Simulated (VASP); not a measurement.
Set up this calculation in VASP 6.6.1, as the native input.

```yaml
Task: single point
Functional: PBE
Potentials_or_basis: VASP PAW PBE potentials, release 64 (Si, Ge_d)
Cutoff: 520 eV
k_mesh: 5 × 5 × 1
Occupations: gaussian, width 0.2 eV
Spin: no spin polarisation
Dipole_correction: no
Further_INCAR_settings: ALGO = Normal; EDIFF = 1e-07; NBANDS = 46
```

The structure of Si5Ge lies in POSCAR:

```
Si5Ge
1.0
    3.8983343098     -0.0000000029      0.0000000000
   -1.9491671524      3.3760565462      0.0000000000
    0.0000000000      0.0000000000     19.0757125583
Si Ge
10 2
Direct
    0.3333333333      0.6666666667      0.2918888420
    0.6666666667      0.3333333333      0.3323643773
    0.0000000000      0.0000000000      0.1273777448
    0.3333333333      0.6666666667      0.1677995669
    0.3333333333      0.6666666667      0.9559994450
    0.6666666667      0.3333333333      0.7918888420
    0.3333333333      0.6666666667      0.8323643773
    0.0000000000      0.0000000000      0.6273777448
    0.6666666667      0.3333333333      0.6677995669
    0.6666666667      0.3333333333      0.4559994450
    0.0000000000      0.0000000000     -0.0004299761
    0.0000000000      0.0000000000      0.4995700239
```

These files were run (other wordings do the same):

INCAR

```
SYSTEM = Si5Ge
PREC     = Accurate       ! precision mode
ENCUT    = 520            ! plane-wave cutoff, eV
EDIFF    = 1E-7           ! SCF threshold, eV
ISMEAR   = 0              ! smearing method
SIGMA    = 0.2            ! smearing width, eV
LREAL    = .False.        ! projectors in reciprocal space
LASPH    = .True.         ! aspherical terms in the spheres
NELM     = 60             ! most SCF steps
ALGO     = Normal         ! electronic algorithm
ISIF     = 2              ! what is computed and relaxed
LWAVE    = .False.        ! write WAVECAR
LCHARG   = .True.         ! write CHGCAR
GGA      = PE             ! functional
LELF     = .True.         ! ELF
LVHAR    = .True.       
NBANDS   = 46             ! bands
```

KPOINTS

```
regular mesh
0
Gamma
  5 5 1
  0 0 0
```

Potentials or basis: VASP PAW PBE potentials, release 64 (Si, Ge_d).

The run is started by

```console
$ cat potpaw_PBE.64/Si/POTCAR potpaw_PBE.64/Ge_d/POTCAR > POTCAR
$ mpirun -np 1 vasp_std > vasp.out
```

It gave:

```
Pressure               : -0.1 GPa
Largest force          : 0.012 eV/Å
Band gap on the k mesh : 0.60 eV, indirect (least direct gap 1.01 eV)
```

Wall time 69 s on 1 thread of Intel(R) Xeon(R) Platinum 8559C (Emerald Rapids), with other jobs on the host, peak memory 0.35 GiB.
